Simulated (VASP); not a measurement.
Write the native input for VASP 6.6.1 that does the following.

| Property | Result |
| --- | --- |
| Task | single point |
| Functional | PBE |
| Potentials or basis | VASP PAW PBE potentials, release 64 (Ti_sv, C) |
| Cutoff | 520 eV |
| k mesh | 16 × 16 × 16 |
| Occupations | gaussian, width 0.1 eV |
| Spin | no spin polarisation |
| Dipole correction | no |
| Further INCAR settings | ALGO = Normal; EDIFF = 1e-06; NBANDS = 15 |

The structure of TiC lies in POSCAR:

```
TiC
1.0
    0.0000000000      2.1221858626      2.1221858626
    2.1221858626      0.0000000000      2.1221858626
    2.1221858626      2.1221858626      0.0000000000
Ti C
1 1
Direct
    0.0000000000      0.0000000000      0.0000000000
    0.5000000000      0.5000000000      0.5000000000
```

One way to write it, as run:

INCAR

```
SYSTEM = TiC
PREC = Accurate
ENCUT = 520
EDIFF = 1E-6
ISMEAR = 0
SIGMA = 0.1
LREAL = .FALSE.
LASPH = .TRUE.
NELM = 80
ALGO = Normal
ISIF = 2
LWAVE = .FALSE.
LCHARG = .FALSE.
GGA = PE
NBANDS = 15
```

KPOINTS

```
regular mesh
0
G
  16 16 16
  0 0 0
```

Potentials or basis: VASP PAW PBE potentials, release 64 (Ti_sv, C).

Command:

```sh
$ cat potpaw_PBE.64/Ti_sv/POTCAR potpaw_PBE.64/C/POTCAR > POTCAR
$ mpirun -np 1 vasp_std > vasp.out
```

It gave:

```json
{"Pressure": "17.8 GPa", "Band gap on the k mesh": "zero (bands 8 and 9 overlap by 1.13 eV)"}
```

Caveat: the cell stands under pressure.

It took 49 s on 1 thread of Intel Xeon 8259CL, on a shared host, peak memory 0.17 GiB.
